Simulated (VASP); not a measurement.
# Sb (Im-3m) in VASP: a series of runs

The runs below take Sb through single point, relaxation of cell and atoms, with PBE.

Program: VASP 6.6.1. These are calculated values, not measurements. Logs are shortened: lines on timing, memory, paths and dates and some standing lists are left out, and cuts for length are marked.

## 1. The cell of the first run

Symmetry: Im-3m, No. 229, cubic system. Conventional cell: a = 3.790 Å, b = 3.790 Å, c = 3.790 Å, α = 90.00°, β = 90.00°, γ = 90.00°. Sb (site symmetry m-3m) has 14 Sb at 3.28 to 3.79 Å within 4.3 Å.

## 2. Single point, PBE

INCAR reads:

```
ALGO = Normal
EDIFF = 1E-6
ENCUT = 520
GGA = PE
ISIF = 2
ISMEAR = -1
LASPH = T
LCHARG = F
LREAL = F
LWAVE = F
NBANDS = 8
NELM = 60
PREC = Accurate
SIGMA = 0.05
```

KPOINTS reads:

```
k-points
0
Gamma
  15 15 15
```

POSCAR reads:

```
Sb
1.0
   -1.8950467717      1.8950467717      1.8950467717
    1.8950467717     -1.8950467717      1.8950467717
    1.8950467717      1.8950467717     -1.8950467717
Sb
1
Direct
    0.0000000000      0.0000000000      0.0000000000
```

Potentials or basis: VASP PAW PBE potentials, release 64 (Sb).

Launch:

```console
$ cat potpaw_PBE.64/Sb/POTCAR > POTCAR
$ mpirun -np 1 vasp_std > vasp.out
```

OUTCAR:

```text
EDIFF = 1E-6
   ENCUT = 520
   GGA = PE
   ISIF = 2
   ISMEAR = -1
   LASPH = T
   LREAL = F
   NELM = 60
   PREC = Accurate

 ion  position               nearest neighbor table
   1  0.000  0.000  0.000-

  LATTYP: Found a body centered cubic cell.
 ALAT       =     3.7900935434

  Lattice vectors:

 A1 = (  -1.8950467717,   1.8950467717,   1.8950467717)
 A2 = (   1.8950467717,  -1.8950467717,   1.8950467717)
 A3 = (   1.8950467717,   1.8950467717,  -1.8950467717)

Analysis of symmetry for initial positions (statically):
=====================================================================
 Subroutine PRICEL returns:
 Original cell was already a primitive cell.

 Routine SETGRP: Setting up the symmetry group for a
 body centered cubic supercell.

 Subroutine GETGRP returns: Found 48 space group operations
 (whereof 48 operations were pure point group operations)
 out of a pool of 48 trial point group operations.

The static configuration has the point symmetry O_h .

Analysis of symmetry for dynamics (positions and initial velocities):
=====================================================================
 Subroutine PRICEL returns:
 Original cell was already a primitive cell.

 Routine SETGRP: Setting up the symmetry group for a
 body centered cubic supercell.

 Subroutine GETGRP returns: Found 48 space group operations
 (whereof 48 operations were pure point group operations)
 out of a pool of 48 trial point group operations.

The dynamic configuration has the point symmetry O_h .

 Subroutine INISYM returns: Found 48 space group operations
 (whereof 48 operations are pure point group operations),
 and found     1 'primitive' translations

----------------------------------------------------------------------------------------

                                     Primitive cell

  volume of cell :      27.2220

  direct lattice vectors                    reciprocal lattice vectors
    -1.895046772  1.895046772  1.895046772     0.000000000  0.263845731  0.263845731
     1.895046772 -1.895046772  1.895046772     0.263845731  0.000000000  0.263845731
     1.895046772  1.895046772 -1.895046772     0.263845731  0.263845731  0.000000000

  length of vectors
     3.282317291  3.282317291  3.282317291     0.373134211  0.373134211  0.373134211

  position of ions in fractional coordinates (direct lattice)
[... 71 lines left out ...]
   ISPIN  =      1    spin polarized calculation?
   LNONCOLLINEAR =      F non collinear calculations
   LSORBIT =      F    spin-orbit coupling
   LASPH  =      T    aspherical Exc in radial PAW
   ENCUT  =  520.0 eV  38.22 Ry    6.18 a.u.   6.10  6.10  6.10*2*pi/ulx,y,z
   NELM   =     60;   NELMIN=  2; NELMDL= -5     # of ELM steps
   EDIFF  = 0.1E-05   stopping-criterion for ELM
   LREAL  =      F    real-space projection
   EDIFFG = 0.1E-04   stopping-criterion for IOM
   NSW    =      0    number of steps for IOM
   IBRION =     -1    ionic relax: 0-MD 1-quasi-New 2-CG
   NFREE  =      0    steps in history (QN), initial steepest desc. (CG)
   ISIF   =      2    stress and relaxation
   ISYM   =      2    0-nonsym 1-usesym 2-fastsym
   POTIM  = 0.5000    time-step for ionic-motion
   TEBEG  =    0.0;   TEEND  =   0.0 temperature during run
   PSTRESS=    0.0 pullay stress
   NELECT =       5.0000    total number of electrons
   NUPDOWN=      -1.0000    fix difference up-down
   EMIN   =  10.00;   EMAX   =-10.00  energy-range for DOS
   EFERMI =   0.00;   METHOD = LEGACY
   ISMEAR =    -1;   SIGMA  =   0.05  broadening in eV -4-tet -1-fermi 0-gaus
   EFERMI_NEDOS =   21; number of points for ismear=-14 and -15
   IALGO  =     38    algorithm
   IMIX   =      4    mixing-type and parameters
     AMIX     =   0.40;   BMIX     =  1.00
     AMIX_MAG =   1.60;   BMIX_MAG =  1.00
  volume/ion in A,a.u.               =      27.22       183.70
  Fermi-wavevector in a.u.,A,eV,Ry     =   0.930590  1.758560 11.782607  0.865997
  Thomas-Fermi vector in A             =   2.056994
   LORBIT       =      0    0 simple, 1 ext, 2 COOP (PROOUT), +10 PAW based schemes
   GGA     = PE    functional components
   LHFCALC =     F    Hartree Fock is set to
   AEXX    =    0.0000 exact exchange contribution
   IVDW    =     0    specifies the selected vdW correction
   LEPSILON=     F    determine dielectric tensor
   LRPA    =     F    only Hartree local field effects (RPA)
 non-spin polarized calculation
  energy-cutoff  :      520.00
  volume of cell :       27.22
 maximum number of plane-waves:       751
   NGX = 13   NGY = 13   NGZ = 13

 number of electron       5.0000000 magnetization

 Free energy of the ion-electron system (eV)
  ---------------------------------------------------
  ext. energy  EPLUGINS =         0.00000000
  ---------------------------------------------------
  free energy    TOTEN  =        -3.90840854 eV

  energy without entropy =       -3.90122220  energy(sigma->0) =       -3.90481537

 E-fermi :   8.3303     XC(G=0): -10.1826

 val. band max:        8.2363375592   @ k =  -0.4667   0.4667   0.2000
 cond. band min:       8.3445276613   @ k =   0.2667   0.1333   0.0667
 fundamental gap:      0.1081901021
 Fermi energy:         8.3303496220

 k-point     1 :       0.0000    0.0000    0.0000
  band No.  band energies     occupation
      1      -4.4512      2.00000
      2      13.7078      0.00000
      3      13.7078      0.00000
      4      13.7078      0.00000
      5      18.8084      0.00000
      6      18.8084      0.00000
      7      18.8084      0.00000
      8      20.0939      0.00000
[... 243 lines left out ...]
 k-point    24 :       0.4000    0.2000   -0.0000
  band No.  band energies     occupation
      1      -0.0556      2.00000
      2       3.4534      2.00000
      3       6.9025      2.00000
      4      10.8584      0.00000
      5      16.2109      0.00000
      6      18.8810      0.00000
      7      20.6562      0.00000
      8      20.7894      0.00000

 [... further k-points ...]
[... 5 lines left out ...]
  --------------------------------------------------------------------------------------
  -------------------------------------------------------------------------------------
  Total       -0.0546773     -0.0546773     -0.0546773      0.0000000      0.0000000      0.0000000
  in kB       -3.2180892     -3.2180892     -3.2180892      0.0000000      0.0000000      0.0000000
  external PRESSURE =      -3.2180892 kB  Pullay stress =       0.0000000 kB

 VOLUME and BASIS-vectors are now :
 -----------------------------------------------------------------------------
  energy-cutoff  :      520.00
  volume of cell :       27.22
      direct lattice vectors                 reciprocal lattice vectors
    -1.895046772  1.895046772  1.895046772     0.000000000  0.263845731  0.263845731
     1.895046772 -1.895046772  1.895046772     0.263845731  0.000000000  0.263845731
     1.895046772  1.895046772 -1.895046772     0.263845731  0.263845731  0.000000000

 POSITION                                       TOTAL-FORCE (eV/Angst)
 -----------------------------------------------------------------------------------
      0.00000      0.00000      0.00000         0.000000      0.000000     -0.000000
 -----------------------------------------------------------------------------------
    total drift:                                0.000000      0.000000      0.000000

  FREE ENERGIE OF THE ION-ELECTRON SYSTEM (eV)
  ---------------------------------------------------
  free  energy   TOTEN  =        -3.9084085396 eV

  energy  without entropy=       -3.9012221984  energy(sigma->0) =       -3.90481537
```

stdout:

```text
POSCAR found type information on POSCAR Sb
 POSCAR found :  1 types and       1 ions
 scaLAPACK will be used
 LDA part: xc-table for (Slater+PW92), standard interpolation
 POSCAR, INCAR and KPOINTS ok, starting setup
 FFT: planning ... GRIDC
 FFT: planning ... GRID_SOFT
 FFT: planning ... GRID
 WAVECAR not read
 entering main loop
```

Wall time 7.7 s (1 thread of Intel Xeon Platinum 8488C (Sapphire Rapids), shared host); peak memory 0.14 GiB.

What came out:

| Property | Result |
| --- | --- |
| Free energy | -3.9084 eV |
| Pressure | -0.3 GPa |

Caveat: spin-orbit coupling is left out, which moves the levels of the heavy elements.

## 3. Relaxation of cell and atoms, PBE

This run uses another cell than the first one, of 27.15 Å³/atom, 0.997 times its volume.

INCAR reads:

```
PREC = Accurate ; ENCUT = 600
EDIFF = 1E-6 ; ISMEAR = -1
SIGMA = 0.05 ; LREAL = F
LASPH = T ; NELM = 60
ALGO = Normal ; ISIF = 3
LWAVE = F ; LCHARG = F
GGA = PE ; IBRION = 2
NSW = 45 ; EDIFFG = -0.005
```

KPOINTS reads:

```
regular mesh
0
Gamma
  15 15 15
```

POSCAR reads:

```
Sb
1.0
   -1.8932794350      1.8932794350      1.8932794350
    1.8932794350     -1.8932794350      1.8932794350
    1.8932794350      1.8932794350     -1.8932794350
Sb
1
Direct
    0.0000000000      0.0000000000      0.0000000000
```

Potentials or basis: VASP PAW PBE potentials, release 64 (Sb).

Launch:

```console
$ cat potpaw_PBE.64/Sb/POTCAR > POTCAR
$ mpirun -np 1 vasp_std > vasp.out
```

It took 19 s on 1 thread of Intel Xeon Platinum 8488C (Sapphire Rapids), shared host; peak memory 0.17 GiB.

It converged, with:

- Free energy: -3.9086 eV
- Relaxed volume: 27.07 Å³/atom
- Relaxed cell: a = 3.276 Å, b = 3.276 Å, c = 3.276 Å, α = 109.47°, β = 109.47°, γ = 109.47°
- Space group after relaxing (to 0.05 Å): Im-3m (No. 229)
- Energy gained by relaxing: 0.0 meV/atom
- Ionic steps: 3
- Pressure after relaxing: 0.0 GPa

Final structure:
```
CELL_PARAMETERS angstrom
-1.89158 1.89158 1.89158
1.89158 -1.89158 1.89158
1.89158 1.89158 -1.89158
ATOMIC_POSITIONS crystal
Sb 0.00000 0.00000 0.00000
```

Levels at points of the mesh, in eV from the Fermi level:
| k point | band 1 | band 2 | band 3 | band 4 | band 5 | band 6 |
| --- | --- | --- | --- | --- | --- | --- |
| (0.00, 0.00, 0.00) | -12.82 | 5.42 | 5.42 | 5.42 | 10.50 | 10.50 |

Caveat: spin-orbit coupling is left out, which moves the levels of the heavy elements.
